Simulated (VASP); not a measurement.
# ZnO: single point with PBEsol

ZnO:

```
Zn O
1.0
     3.23052    0.00000    0.00000
    -1.61526    2.79771    0.00000
     0.00000    0.00000    5.21394
Zn O
2 2
Direct
  0.66667 0.33333 0.50064
  0.33333 0.66667 0.00064
  0.66667 0.33333 0.87967
  0.33333 0.66667 0.37967
```

- Program: VASP 6.6.1
- Task: single point
- Functional: PBEsol
- Potentials or basis: VASP PAW PBE potentials, release 64 (Zn, O)
- Cutoff: 520 eV
- k mesh: 9 × 9 × 6
- Occupations: gaussian, width 0.02 eV
- Spin: no spin polarisation

```json
{
  "Pressure": "0.7 GPa",
  "Band gap on the k mesh": "0.69 eV"
}
```

Forces on the atoms (eV/Å):
```
Zn   0.000  0.000  0.003
Zn   0.000  0.000  0.003
O    0.000  0.000 -0.003
O    0.000  0.000 -0.003
```

Levels at points of the mesh, in eV from the valence-band top:
```tsv
k point	band 15	band 16	band 17	band 18	band 19	band 20	band 21	band 22
(0.00, 0.00, 0.00)	-0.81	-0.09	0.00	0.00	0.69	5.15	8.10	12.83
(0.00, 0.00, 0.50)	-0.40	-0.40	-0.40	-0.40	3.38	3.38	9.96	9.96
```

It took 26 s on 1 thread of Intel(R) Xeon(R) Platinum 8559C (Emerald Rapids) (shared host), peak memory 0.18 GiB.

Caveat: the PAW data sets were made with another functional, which shifts forces and pressure a little.
